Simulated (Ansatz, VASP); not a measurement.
# Two plane-wave programs on SrGa3

File INCAR:

```
PREC     = Accurate       # precision mode
ENCUT    = 520            # plane-wave cutoff, eV
EDIFF    = 1E-6           # SCF threshold, eV
ISMEAR   = 0              # smearing method
SIGMA    = 0.05           # smearing width, eV
LREAL    = False          # projectors in reciprocal space
LASPH    = True           # aspherical terms in the spheres
NELM     = 60             # most SCF steps
ALGO     = Normal         # electronic algorithm
ISIF     = 2              # what is computed and relaxed
LWAVE    = False          # write WAVECAR
LCHARG   = False          # write CHGCAR
GGA      = PS             # functional
NBANDS   = 32             # bands
```

KPOINTS

```
regular mesh
0
Gamma
  8 8 8
```

The input POSCAR:

```
SrGa3
1.0
    4.4293307767      0.0000000000      0.0000000000
    0.0000000000      4.4293307767     -0.0221466539
    0.0000000000     -0.0221466539      4.4293307767
Sr Ga
1 3
Direct
    0.0000000000      0.0000000000      0.0000000000
    0.0000000000      0.5000000000      0.5000000000
    0.5000000000      0.5000000000      0.0000000000
    0.5000000000      0.0000000000      0.5000000000
```

Input for Ansatz:

```yaml
crystal:
  lattice:
    - [4.4293307767, 0.0, 0.0]
    - [0.0, 4.4293307767, -0.0221466539]
    - [0.0, -0.0221466539, 4.4293307767]
  atoms:
    - { symbol: Sr, position: [0.0, 0.0, 0.0] }
    - { symbol: Ga, position: [0.0, 0.5, 0.5] }
    - { symbol: Ga, position: [0.5, 0.5, 0.0] }
    - { symbol: Ga, position: [0.5, 0.0, 0.5] }
basis:
  ecutwfc: 420
  ecutrho_ratio: 4
kpoints:
  mp_grid: { grid: [8, 8, 8] }
hamiltonian:
  xc: pbesol
scf:
  occupations: { method: gaussian, width: 0.05 }
output:
  forces: true
  stress: true
  eigenvalues: true
```

Change from the starting cell: strain e4 = -0.01, atoms carried along.

Alike in both runs: task single point; functional PBEsol; k mesh 8 × 8 × 8; occupations gaussian, width 0.05 eV; no spin polarisation.

```csv
,VASP,Ansatz
version,VASP 6.6.1,Ansatz 0.2.0
potentials or method,"VASP PAW PBE potentials, release 64 (Sr_sv, Ga_d), cutoff 520 eV","scalar-relativistic, plane waves, PAW"
valence electrons in the cell,49,49
```

Ansatz gave:

- pressure (GPa): 0.0
- traceless stress, the component that is largest in VASP (GPa): 0.35

**Question.** What did VASP give for the same quantities?

**Answer.** Pressure (GPa): 0.2; traceless stress, the component that is largest in VASP (GPa): 0.35.

VASP's potentials were made for PBE, not for PBEsol. With one functional, cell and mesh, what is left measures potentials, basis and numerics.
